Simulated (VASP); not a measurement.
## Na: single point with PBEsol

Na:

```xyz
2
Lattice="3.3552 0.0000 0.0000 -1.6776 2.9057 0.0000 0.0000 0.0000 5.3003" Properties=species:S:1:pos:R:3 pbc="T T T"
Na    0.0000    1.9372    1.3251
Na    1.6776    0.9686    3.9753
```

This isn't the form of Na at room conditions, which is bcc.

```yaml
Program: VASP 6.6.1
Task: single point
Functional: PBEsol
Potentials_or_basis: VASP PAW PBE potentials, release 64 (Na_pv)
Cutoff: 520 eV
k_mesh: 6 × 6 × 4
Occupations: methfessel-paxton, width 0.05 eV
Spin: no spin polarisation
Dipole_correction: no
Further_INCAR_settings: ALGO = Normal; EDIFF = 1e-06; NBANDS = 14
```

```
Pressure               : 5.0 GPa
Band gap on the k mesh : zero (bands 7 and 8 overlap by 5.22 eV)
```

Levels at points of the mesh, in eV from the Fermi level:
```csv
k point,band 5,band 6,band 7,band 8,band 9,band 10
"(0.00, 0.00, 0.00)",-24.30,-24.30,-3.83,1.11,1.87,12.12
"(0.50, 0.00, 0.00)",-24.34,-24.32,0.44,0.75,4.82,5.23
"(0.00, 0.00, 0.50)",-24.31,-24.31,-2.45,-2.45,7.57,7.57
"(0.50, 0.00, 0.50)",-24.33,-24.33,1.51,1.51,2.27,2.27
```

Wall time 12 s on 1 thread of Intel Xeon 8259CL, on a shared host, peak memory 0.16 GiB.

Caveat: the k points lie up to 0.36 Å⁻¹ apart, too coarse for converged energies and pressures of a metal; the PAW data sets were made with another functional, which shifts forces and pressure a little.
